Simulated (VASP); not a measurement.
Here is a VASP 6.6.1 calculation.

File INCAR:

```
SYSTEM = HoHgF4
PREC = Accurate
ENCUT = 600
EDIFF = 1E-7
ISMEAR = 0
SIGMA = 0.1
LREAL = .False.
LASPH = .True.
NELM = 200
ALGO = Normal
ISIF = 3
LWAVE = .False.
LCHARG = .False.
GGA = PE
IBRION = 2
NSW = 90
EDIFFG = -0.04
GGA_COMPAT = .False.
NELMIN = 4
LMAXMIX = 6
```

File KPOINTS:

```
regular mesh
0
Gamma
  4 4 4
  0 0 0
```

POSCAR

```
HoHgF4
1.0
    0.0000000000      3.6287148600      3.6287148600
    3.6287148600      0.0000000000      3.6287148600
    3.6287148600      3.6287148600      0.0000000000
Ho Hg F
1 1 4
Direct
    0.2500000000      0.2500000000      0.2500000000
    0.5000000000      0.5000000000      0.5000000000
    0.8751941800      0.8751941800      0.3744174500
    0.3744174500      0.8751941800      0.8751941800
    0.8751941800      0.3744174500      0.8751941800
    0.8751941800      0.8751941800      0.8751941800
```

Potentials or basis: VASP PAW PBE potentials, release 64 (Ho_3, Hg, F), 4f in core.

Launch:

```console
$ cat potpaw_PBE.64/Ho_3/POTCAR potpaw_PBE.64/Hg/POTCAR potpaw_PBE.64/F/POTCAR > POTCAR
$ mpirun -np 1 vasp_std > vasp.out
```

(1) Estimate the relaxed volume.

(2) Estimate the relaxed cell.

(3) Estimate the band gap on the k mesh.

(4) What does it give for the space group after relaxing (to 0.1 Å)?

Answers

(1) 13.33 Å³/atom.

(2) a = 4.836 Å, b = 4.836 Å, c = 4.836 Å, α = 60.00°, β = 60.00°, γ = 60.00°.

(3) zero (an odd number of electrons rules out a gap without spin polarisation).

(4) F-43m (No. 216).

Caveat: the k points lie up to 0.40 Å⁻¹ apart in the final cell, too coarse for converged energies and pressures of a metal; the volume moved by over 15 % at a fixed basis, so the end points are rough; spin-orbit coupling is left out, which moves the levels of the heavy elements; the 4f electrons are frozen in the core, so they carry no moment and show no levels; an odd number of electrons without spin polarisation forces a metal; a magnetic or distorted state may lie lower; the run has no spin polarisation, though such a crystal can be magnetic.
